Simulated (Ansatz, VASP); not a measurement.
# One calculation of BP, two programs

Contents of INCAR:

```
SYSTEM = BP
PREC = Accurate ; ENCUT = 500
EDIFF = 1E-6 ; ISMEAR = 0
SIGMA = 0.02 ; LREAL = .FALSE.
LASPH = .TRUE. ; NELM = 120
ALGO = Normal ; ISIF = 2
LWAVE = .FALSE. ; LCHARG = .FALSE.
GGA = PE ; NBANDS = 11
GGA_COMPAT = .FALSE.
```

KPOINTS

```
regular mesh
0
G
  10 10 10
  0 0 0
```

File POSCAR:

```
BP
1.0
    0.0000000000      2.2277114087      2.2277114087
    2.2277114087      0.0000000000      2.2277114087
    2.2277114087      2.2277114087      0.0000000000
B P
1 1
Direct
    0.0000000000      0.0000000000      0.0000000000
    0.2500000000      0.2500000000      0.2500000000
```

Input for Ansatz:

```yaml
crystal:
  lattice:
    - [0.0, 2.2277114087, 2.2277114087]
    - [2.2277114087, 0.0, 2.2277114087]
    - [2.2277114087, 2.2277114087, 0.0]
  atoms:
    - { symbol: B, position: [0.0, 0.0, 0.0] }
    - { symbol: P, position: [0.25, 0.25, 0.25] }
basis:
  ecutwfc: 600.0
kpoints:
  mp_grid: { grid: [10, 10, 10] }
hamiltonian:
  xc: pbe
scf:
  occupations: { method: gaussian, width: 0.02 }
output:
  forces: true
  stress: true
  eigenvalues: true
```

Alike in both runs: task single point; functional PBE; k mesh 10 × 10 × 10; occupations gaussian, width 0.02 eV; no spin polarisation.

```csv
,VASP,Ansatz
version,VASP 6.6.1,Ansatz 0.2.0
potentials or method,"VASP PAW PBE potentials, release 64 (B, P), cutoff 500 eV","scalar-relativistic, plane waves, PAW"
valence electrons in the cell,8,8
```

Ansatz gave:

```
gap on the k mesh at the Fermi level (eV) : 1.17
least direct gap on the mesh (eV)         : 3.49
pressure (GPa)                            : 11.3
```

Estimate VASP's values.

gap on the k mesh at the Fermi level (eV): 1.16; least direct gap on the mesh (eV): 3.49; pressure (GPa): 11.0.

The functional is the same, so the differences come from potentials, cutoffs and numerics.
